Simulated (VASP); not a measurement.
# RbVF3: single point with LDA+U

The system is RbVF3.

```
Rb V F
1.0
     4.18200    0.00000    0.00000
     0.00000    4.18200    0.00000
     0.00000    0.00000    4.18200
Rb V F
1 1 3
Direct
  0.00000 0.00000 0.00000
  0.50000 0.50000 0.50000
  0.50000 0.50000 0.00000
  0.00000 0.50000 0.50000
  0.50000 0.00000 0.50000
```

```
Program             : VASP 6.6.1
Task                : single point
Functional          : LDA
Potentials or basis : VASP PAW LDA potentials, release 64 (Rb_sv, V_sv, F)
Cutoff              : 520 eV
k mesh              : 5 × 5 × 5
Occupations         : gaussian, width 0.05 eV
Spin                : collinear spin, ferromagnetic start
Starting moments    : [0.0, 3.0, 0.0, 0.0, 0.0] μB
Hubbard terms       : V d U = 7.0 eV
```

```json
{
 "Pressure": "-1.3 GPa",
 "Band gap on the k mesh": "3.43 eV, indirect (least direct gap 4.63 eV)",
 "Net moment": "3.00 μB per cell",
 "Site moments": "Rb +0.00; V +2.77; F +0.01 μB",
 "Valence electrons inside the program's atomic spheres": "Rb 7.30; V 11.35; F 6.09"
}
```

Levels at points of the mesh, in eV from the valence-band top:
Spin up:
| k point | band 19 | band 20 | band 21 | band 22 | band 23 | band 24 | band 25 | band 26 | band 27 | band 28 |
| --- | --- | --- | --- | --- | --- | --- | --- | --- | --- | --- |
| (0.00, 0.00, 0.00) | -3.58 | -3.58 | -1.20 | -1.20 | -1.20 | 3.43 | 5.36 | 5.36 | 6.43 | 6.43 |
Spin down:
```
           k point  band 18  band 19  band 20  band 21  band 22  band 23
(0.00, 0.00, 0.00)    -3.53    -3.53    -3.53     3.72     5.95     5.95
```

Eigenvalues of the final occupation matrices:
```csv
site,spin,trace,eigenvalues
site 2 d,1,2.94,0.08 0.08 0.93 0.93 0.93
site 2 d,2,0.18,0.02 0.02 0.02 0.07 0.07
```

It took 27 s on 1 thread of Intel(R) Xeon(R) Platinum 8488C (Sapphire Rapids) (shared host), peak memory 0.18 GiB.

A k mesh can miss the band edges. The state reached can hang on the start; a lower one may exist.
